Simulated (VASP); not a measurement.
# O (Pm-3m) in VASP: notebook

Runs on O. Level: LDA. Tasks: single point.

All numbers are computed with VASP 6.6.1; they aren't measurements. Logs are shortened: lines on timing, memory, paths and dates and some standing lists are left out, and cuts for length are marked.

### Step 1. The cell of the first run

The structure is cubic, space group Pm-3m (No. 221). The conventional cell has a = 1.723 Å, b = 1.723 Å, c = 1.723 Å, α = 90.00°, β = 90.00°, γ = 90.00°. O (site symmetry m-3m) has 6 O at 1.72 Å within 2.3 Å.

### Step 2. Single point, LDA (5.12 Å³/atom)

INCAR

```
SYSTEM = O
PREC = Accurate
ENCUT = 600
EDIFF = 1E-6
ISMEAR = -1
SIGMA = 0.05
LREAL = .False.
LASPH = .True.
NELM = 120
ALGO = Normal
ISIF = 2
LWAVE = .False.
LCHARG = .False.
NBANDS = 9
GGA_COMPAT = .False.
```

KPOINTS

```
Automatic mesh
0
Gamma
  18 18 18
  0 0 0
```

POSCAR

```
O
1.0
    1.7231187210      0.0000000000      0.0000000000
    0.0000000000      1.7231187210      0.0000000000
    0.0000000000      0.0000000000      1.7231187210
O
1
Direct
    0.0000000000      0.0000000000      0.0000000000
```

Potentials or basis: VASP PAW LDA potentials, release 64 (O).

Started as:

```sh
> cat potpaw_LDA.64/O/POTCAR > POTCAR
> mpirun -np 1 vasp_std > vasp.out
```

OUTCAR:

```text
SYSTEM = O
   PREC = Accurate
   ENCUT = 600
   EDIFF = 1E-6
   ISMEAR = -1
   LREAL = .False.
   LASPH = .True.
   NELM = 120
   ISIF = 2

 ion  position               nearest neighbor table
   1  0.000  0.000  0.000-

  LATTYP: Found a simple cubic cell.
 ALAT       =     1.7231187210

  Lattice vectors:

 A1 = (   1.7231187210,   0.0000000000,   0.0000000000)
 A2 = (   0.0000000000,   1.7231187210,   0.0000000000)
 A3 = (   0.0000000000,   0.0000000000,   1.7231187210)

Analysis of symmetry for initial positions (statically):
=====================================================================
 Subroutine PRICEL returns:
 Original cell was already a primitive cell.

 Routine SETGRP: Setting up the symmetry group for a
 simple cubic supercell.

 Subroutine GETGRP returns: Found 48 space group operations
 (whereof 48 operations were pure point group operations)
 out of a pool of 48 trial point group operations.

The static configuration has the point symmetry O_h .

Analysis of symmetry for dynamics (positions and initial velocities):
=====================================================================
 Subroutine PRICEL returns:
 Original cell was already a primitive cell.

 Routine SETGRP: Setting up the symmetry group for a
 simple cubic supercell.

 Subroutine GETGRP returns: Found 48 space group operations
 (whereof 48 operations were pure point group operations)
 out of a pool of 48 trial point group operations.

The dynamic configuration has the point symmetry O_h .

 Subroutine INISYM returns: Found 48 space group operations
 (whereof 48 operations are pure point group operations),
 and found     1 'primitive' translations

----------------------------------------------------------------------------------------

                                     Primitive cell

  volume of cell :       5.1162

  direct lattice vectors                    reciprocal lattice vectors
     1.723118721  0.000000000  0.000000000     0.580343065  0.000000000  0.000000000
     0.000000000  1.723118721  0.000000000     0.000000000  0.580343065  0.000000000
     0.000000000  0.000000000  1.723118721     0.000000000  0.000000000  0.580343065

  length of vectors
     1.723118721  1.723118721  1.723118721     0.580343065  0.580343065  0.580343065
[... 78 lines left out ...]
   NELM   =    120;   NELMIN=  2; NELMDL= -5     # of ELM steps
   EDIFF  = 0.1E-05   stopping-criterion for ELM
   LREAL  =      F    real-space projection
   EDIFFG = 0.1E-04   stopping-criterion for IOM
   NSW    =      0    number of steps for IOM
   IBRION =     -1    ionic relax: 0-MD 1-quasi-New 2-CG
   NFREE  =      0    steps in history (QN), initial steepest desc. (CG)
   ISIF   =      2    stress and relaxation
   ISYM   =      2    0-nonsym 1-usesym 2-fastsym
   POTIM  = 0.5000    time-step for ionic-motion
   TEBEG  =    0.0;   TEEND  =   0.0 temperature during run
   PSTRESS=    0.0 pullay stress
   NELECT =       6.0000    total number of electrons
   NUPDOWN=      -1.0000    fix difference up-down
   EMIN   =  10.00;   EMAX   =-10.00  energy-range for DOS
   EFERMI =   0.00;   METHOD = LEGACY
   ISMEAR =    -1;   SIGMA  =   0.05  broadening in eV -4-tet -1-fermi 0-gaus
   EFERMI_NEDOS =   21; number of points for ismear=-14 and -15
   IALGO  =     38    algorithm
   IMIX   =      4    mixing-type and parameters
     AMIX     =   0.40;   BMIX     =  1.00
     AMIX_MAG =   1.60;   BMIX_MAG =  1.00
  volume/ion in A,a.u.               =       5.12        34.53
  Fermi-wavevector in a.u.,A,eV,Ry     =   1.726408  3.262438 40.551943  2.980484
  Thomas-Fermi vector in A             =   2.801726
   LORBIT       =      0    0 simple, 1 ext, 2 COOP (PROOUT), +10 PAW based schemes
   GGA     = CA    functional components
   LHFCALC =     F    Hartree Fock is set to
   AEXX    =    0.0000 exact exchange contribution
   IVDW    =     0    specifies the selected vdW correction
   LEPSILON=     F    determine dielectric tensor
   LRPA    =     F    only Hartree local field effects (RPA)
 non-spin polarized calculation
  energy-cutoff  :      600.00
  volume of cell :        5.12
 maximum number of plane-waves:       180
 NGX is ok and might be reduce to    14
   NGX =  7   NGY =  7   NGZ =  7

 number of electron       5.9999994 magnetization

 Free energy of the ion-electron system (eV)
  ---------------------------------------------------
  ext. energy  EPLUGINS =         0.00000000
  ---------------------------------------------------
  free energy    TOTEN  =        -3.08253511 eV

  energy without entropy =       -3.07849780  energy(sigma->0) =       -3.08051646

 E-fermi :  10.0168     XC(G=0): -15.0480

 val. band max:       10.0104367955   @ k =   0.1667   0.1111   0.0556
 cond. band min:      10.0693367736   @ k =   0.4444   0.1667   0.1667
 fundamental gap:      0.0588999781
 Fermi energy:        10.0167707404

 k-point     1 :       0.0000    0.0000    0.0000
  band No.  band energies     occupation
      1     -19.0581      2.00000
      2      11.4308      0.00000
      3      11.4308      0.00000
      4      11.4308      0.00000
      5      32.0633      0.00000
      6      39.5270      0.00000
      7      39.5270      0.00000
      8      65.4276      0.00000
      9      65.4276      0.00000
[... 265 lines left out ...]
 k-point    24 :       0.3333    0.1111    0.0000
  band No.  band energies     occupation
      1     -14.5970      2.00000
      2       0.2826      2.00000
      3      11.1401      0.00000
      4      12.9847      0.00000
      5      33.7783      0.00000
      6      44.3504      0.00000
      7      45.8575      0.00000
      8      54.2376      0.00000
      9      56.9496      0.00000

 [... further k-points ...]

------------------------ aborting loop because EDIFF is reached ----------------------------------------

  FORCE on cell =-STRESS in cart. coord.  units (eV):
  Direction    XX          YY          ZZ          XY          YZ          ZX
  --------------------------------------------------------------------------------------
  -------------------------------------------------------------------------------------
  Total        5.4867682      5.4867682      5.4867682     -0.0000000     -0.0000000     -0.0000000
  in kB     1718.2311694   1718.2311694   1718.2311694     -0.0000000     -0.0000000     -0.0000000
  external PRESSURE =    1718.2311694 kB  Pullay stress =       0.0000000 kB

 VOLUME and BASIS-vectors are now :
 -----------------------------------------------------------------------------
  energy-cutoff  :      600.00
  volume of cell :        5.12
      direct lattice vectors                 reciprocal lattice vectors
     1.723118721  0.000000000  0.000000000     0.580343065  0.000000000  0.000000000
     0.000000000  1.723118721  0.000000000     0.000000000  0.580343065  0.000000000
     0.000000000  0.000000000  1.723118721     0.000000000  0.000000000  0.580343065

 POSITION                                       TOTAL-FORCE (eV/Angst)
 -----------------------------------------------------------------------------------
      0.00000      0.00000      0.00000         0.000000      0.000000      0.000000
 -----------------------------------------------------------------------------------
    total drift:                               -0.000000     -0.000000     -0.000000

  FREE ENERGIE OF THE ION-ELECTRON SYSTEM (eV)
  ---------------------------------------------------
  free  energy   TOTEN  =        -3.0825351104 eV

  energy  without entropy=       -3.0784978047  energy(sigma->0) =       -3.08051646
```

OSZICAR:

```text
N       E                     dE             d eps       ncg     rms          rms(c)
DAV:   1     0.637676533512E+01    0.63768E+01   -0.43466E+03  4435   0.764E+02
DAV:   2    -0.308526439268E+01   -0.94620E+01   -0.89790E+01  4581   0.100E+02
DAV:   3    -0.313564774438E+01   -0.50383E-01   -0.50194E-01  4887   0.586E+00
DAV:   4    -0.313566275737E+01   -0.15013E-04   -0.15013E-04  4782   0.111E-01
DAV:   5    -0.313566276152E+01   -0.41449E-08   -0.38577E-08  4514   0.155E-03    0.166E+00
DAV:   6    -0.309080003565E+01    0.44863E-01   -0.68416E-02  4078   0.210E+00    0.772E-01
DAV:   7    -0.308262094833E+01    0.81791E-02   -0.32751E-02  4045   0.146E+00    0.212E-01
DAV:   8    -0.308253472074E+01    0.86228E-04   -0.22215E-04  4234   0.152E-01    0.636E-03
DAV:   9    -0.308253511038E+01   -0.38964E-06   -0.83235E-07  4191   0.108E-02
   1 F= -.30825351E+01 E0= -.30805165E+01  d E =-.403731E-02
```

It took 3.9 s on 1 thread of Intel Xeon Platinum 8259CL at 2.50GHz (Skylake/Cascade Lake), shared host; peak memory 0.11 GiB.

What came out:

* Free energy: -3.0825 eV
* Pressure: 171.8 GPa
* Band gap on the k mesh: zero (bands 3 and 4 overlap by 9.67 eV)

Levels at points of the mesh, in eV from the Fermi level:
```
           k point  band 1  band 2  band 3  band 4  band 5  band 6  band 7  band 8
(0.00, 0.00, 0.00)  -29.07    1.41    1.41    1.41   22.05   29.51   29.51   55.41
(0.50, 0.00, 0.00)  -22.32  -14.58    3.30    3.30   25.55   34.10   37.68   44.01
(0.50, 0.50, 0.00)  -16.10   -9.90   -9.90    4.83   10.98   38.70   38.70   44.58
(0.50, 0.50, 0.50)  -10.26   -6.37   -6.37   -6.37   20.93   20.93   20.93   26.85
```

Caveat: the cell stands under pressure.

### Step 3. Single point, LDA (5.85 Å³/atom)

This run uses another cell than the first one, of 5.85 Å³/atom.

INCAR

```
PREC = Accurate ; ENCUT = 600
EDIFF = 1E-6 ; ISMEAR = -1
SIGMA = 0.05 ; LREAL = F
LASPH = T ; NELM = 120
ALGO = Normal ; ISIF = 2
LWAVE = F ; LCHARG = T
LELF = T ; LVHAR = T
NBANDS = 9 ; GGA_COMPAT = F
```

KPOINTS

```
regular mesh
0
Gamma
  18 18 18
```

POSCAR

```
O
1.0
    1.8015480499      0.0000000000      0.0000000000
    0.0000000000      1.8015480499      0.0000000000
    0.0000000000      0.0000000000      1.8015480499
O
1
Direct
    0.0000000000      0.0000000000      0.0000000000
```

Potentials or basis: VASP PAW LDA potentials, release 64 (O).

Started as:

```sh
> cat potpaw_LDA.64/O/POTCAR > POTCAR
> mpirun -np 1 vasp_std > vasp.out
```

OUTCAR:

```text
PREC = Accurate
   ENCUT = 600
   EDIFF = 1E-6
   ISMEAR = -1
   LREAL = F
   LASPH = T
   NELM = 120
   ISIF = 2

 ion  position               nearest neighbor table
   1  0.000  0.000  0.000-

  LATTYP: Found a simple cubic cell.
 ALAT       =     1.8015480499

  Lattice vectors:

 A1 = (   1.8015480499,   0.0000000000,   0.0000000000)
 A2 = (   0.0000000000,   1.8015480499,   0.0000000000)
 A3 = (   0.0000000000,   0.0000000000,   1.8015480499)

[... 464 lines left out ...]
      9      51.8188      0.00000

 [... further k-points ...]

------------------------ aborting loop because EDIFF is reached ----------------------------------------

  FORCE on cell =-STRESS in cart. coord.  units (eV):
  Direction    XX          YY          ZZ          XY          YZ          ZX
  --------------------------------------------------------------------------------------
  -------------------------------------------------------------------------------------
  Total        2.9794511      2.9794511      2.9794511      0.0000000      0.0000000      0.0000000
  in kB      816.4118535    816.4118535    816.4118535      0.0000000      0.0000000      0.0000000
  external PRESSURE =     816.4118535 kB  Pullay stress =       0.0000000 kB

 VOLUME and BASIS-vectors are now :
 -----------------------------------------------------------------------------
  energy-cutoff  :      600.00
  volume of cell :        5.85
      direct lattice vectors                 reciprocal lattice vectors
     1.801548050  0.000000000  0.000000000     0.555078173  0.000000000  0.000000000
     0.000000000  1.801548050  0.000000000     0.000000000  0.555078173  0.000000000
     0.000000000  0.000000000  1.801548050     0.000000000  0.000000000  0.555078173

 POSITION                                       TOTAL-FORCE (eV/Angst)
 -----------------------------------------------------------------------------------
      0.00000      0.00000      0.00000         0.000000      0.000000      0.000000
 -----------------------------------------------------------------------------------
    total drift:                               -0.000000     -0.000000     -0.000000

  FREE ENERGIE OF THE ION-ELECTRON SYSTEM (eV)
  ---------------------------------------------------
  free  energy   TOTEN  =        -3.6458815622 eV

  energy  without entropy=       -3.6414566202  energy(sigma->0) =       -3.64366909
```

OSZICAR:

```text
N       E                     dE             d eps       ncg     rms          rms(c)
DAV:   1     0.552143845049E+01    0.55214E+01   -0.42257E+03  4465   0.746E+02
DAV:   2    -0.360693181954E+01   -0.91284E+01   -0.86261E+01  4525   0.984E+01
DAV:   3    -0.366343750955E+01   -0.56506E-01   -0.56428E-01  4933   0.608E+00
DAV:   4    -0.366345869166E+01   -0.21182E-04   -0.21182E-04  4701   0.123E-01
DAV:   5    -0.366345869845E+01   -0.67932E-08   -0.68608E-08  4599   0.203E-03    0.106E+00
DAV:   6    -0.364837905659E+01    0.15080E-01   -0.25362E-02  4069   0.122E+00    0.524E-01
DAV:   7    -0.364591916672E+01    0.24599E-02   -0.11705E-02  4069   0.829E-01    0.155E-01
DAV:   8    -0.364588111498E+01    0.38052E-04   -0.14936E-04  4213   0.121E-01    0.587E-03
DAV:   9    -0.364588156215E+01   -0.44717E-06   -0.62222E-07  3721   0.923E-03
   1 F= -.36458816E+01 E0= -.36436691E+01  d E =-.442494E-02
```

It took 4.2 s on 1 thread of Intel Xeon Platinum 8259CL at 2.50GHz (Skylake/Cascade Lake), shared host; peak memory 0.11 GiB.

What came out:

```
Free energy            : -3.6459 eV
Pressure               : 81.6 GPa
Band gap on the k mesh : zero (bands 3 and 4 overlap by 8.25 eV)
```

Levels at points of the mesh, in eV from the Fermi level:
```
           k point  band 1  band 2  band 3  band 4  band 5  band 6  band 7
(0.00, 0.00, 0.00)  -26.54    1.32    1.32    1.32   19.83   28.70   28.70
(0.50, 0.00, 0.00)  -20.92  -12.35    2.88    2.88   23.90   31.00   36.13
(0.50, 0.50, 0.00)  -15.84   -8.36   -8.36    4.14   11.79   35.95   35.95
(0.50, 0.50, 0.50)  -11.17   -5.37   -5.37   -5.37   20.87   20.87   20.87
```

Caveat: the cell stands under pressure.
